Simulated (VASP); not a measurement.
Set up this calculation in VASP 6.6.1, as the native input.

```
Task                   : single point
Functional             : r2SCAN
Potentials or basis    : VASP PAW PBE potentials, release 64 (Cu_sv_GW, Ru_sv, F)
Cutoff                 : 770 eV
k mesh                 : 5 × 5 × 5
Occupations            : gaussian, width 0.015 eV
Spin                   : no spin polarisation
Hubbard terms          : Cu d U = 1.0 eV
Dipole correction      : no
Further INCAR settings : ALGO = Normal; EDIFF = 1e-06; NBANDS = 36
```

The system is CuRuF3.

```
CELL_PARAMETERS angstrom
3.53439 0.00000 0.00000
0.00000 3.53439 0.00000
0.00000 0.00000 3.53439
ATOMIC_POSITIONS crystal
Cu 0.50000 0.50000 0.50000
Ru 0.00000 0.00000 0.00000
F 0.50000 0.00000 0.00000
F 0.00000 0.50000 0.00000
F 0.00000 0.00000 0.50000
```

One way to write it, as run:

POSCAR

```
CuRuF3
1.0
    3.5343946800      0.0000000000      0.0000000000
    0.0000000000      3.5343946800      0.0000000000
    0.0000000000      0.0000000000      3.5343946800
Cu Ru F
1 1 3
Direct
    0.5000000000      0.5000000000      0.5000000000
    0.0000000000      0.0000000000      0.0000000000
    0.5000000000      0.0000000000      0.0000000000
    0.0000000000      0.5000000000      0.0000000000
    0.0000000000      0.0000000000      0.5000000000
```

INCAR.step1

```
SYSTEM = CuRuF3
PREC = Accurate
ENCUT = 770
ISMEAR = 0
SIGMA = 0.015
LREAL = .False.
LASPH = .True.
NELM = 200
LMAXMIX = 4
LDAU = .True.
LDAUTYPE = 2
LDAUL = 2 -1 -1
LDAUU = 1 0 0
LDAUJ = 0 0 0
NBANDS = 36
GGA = PE
ALGO = Normal
EDIFF = 1E-5
LWAVE = .True.
LCHARG = .False.
GGA_COMPAT = .False.
```

INCAR.step2

```
SYSTEM = CuRuF3
PREC = Accurate
ENCUT = 770
EDIFF = 1E-6
ISMEAR = 0
SIGMA = 0.015
LREAL = .False.
LASPH = .True.
NELM = 200
ALGO = Normal
ISIF = 2
LWAVE = .False.
LCHARG = .True.
LMAXMIX = 4
LDAU = .True.
LDAUTYPE = 2
LDAUL = 2 -1 -1
LDAUU = 1 0 0
LDAUJ = 0 0 0
LDAUPRINT = 1
METAGGA = R2SCAN
LMIXTAU = .True.
LELF = .True.
LVHAR = .True.
NBANDS = 36
ISTART = 1
GGA_COMPAT = .False.
```

KPOINTS

```
regular mesh
0
Gamma
  5 5 5
  0 0 0
```

Potentials or basis: VASP PAW PBE potentials, release 64 (Cu_sv_GW, Ru_sv, F).

Launch:

```bash
$ cat potpaw_PBE.64/Cu_sv_GW/POTCAR potpaw_PBE.64/Ru_sv/POTCAR potpaw_PBE.64/F/POTCAR > POTCAR
$ cp INCAR.step1 INCAR
$ mpirun -np 1 vasp_std > vasp.out
$ cp INCAR.step2 INCAR
$ mpirun -np 1 vasp_std > vasp.out
```

It gave:

The pressure is 122.3 GPa and the band gap on the k mesh is zero (bands 28 and 29 overlap by 2.57 eV).

Caveat: the cell stands under pressure; the PAW data sets were made with another functional, which shifts forces and pressure a little; U without spin polarisation on a metal has little footing.

Wall time 2 min on 1 thread of Intel(R) Xeon(R) Platinum 8259CL CPU @ 2.50GHz (Skylake/Cascade Lake), on a shared host, peak memory 0.21 GiB.
